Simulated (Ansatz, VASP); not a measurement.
LaTaTl3: VASP beside Ansatz

```xyz
5
Lattice="4.2674 0.0000 0.0000 0.0000 4.2674 0.0000 0.0000 0.0000 8.6551" Properties=species:S:1:pos:R:3 pbc="T T T"
La    0.0000    0.0000    0.0000
Ta    2.1337    2.1337    0.0000
Tl    0.0000    0.0000    4.3276
Tl    2.1337    2.1337    2.7695
Tl    2.1337    2.1337    5.8856
```

Alike in both runs: functional PBE; k mesh 10 × 10 × 6; occupations gaussian, width 0.1 eV; no spin polarisation.

Ansatz relaxed the structure, and its values are those at the end. VASP's run is a single point on that final structure, the one shown.

```csv
,VASP,Ansatz
version,VASP 6.6.1,Ansatz 0.2.0
potentials or method,"VASP PAW PBE potentials, release 64 (La, Ta_pv, Tl_d), cutoff 520 eV","scalar-relativistic, plane waves, PAW"
valence electrons in the cell,61,63
```

|  | VASP | Ansatz | Ansatz less VASP |
| --- | --- | --- | --- |
| gap on the k mesh at the Fermi level (eV) | none | none | - |
| pressure (GPa) | 0.0 | 0.0 | +0.01 |

A gap of «none» marks a metal or a gap that the smearing closes. VASP's potentials hold 61 valence electrons a cell and Ansatz's 63, so a difference there can come from the potentials and not from the codes.

Spin-orbit coupling is off throughout.
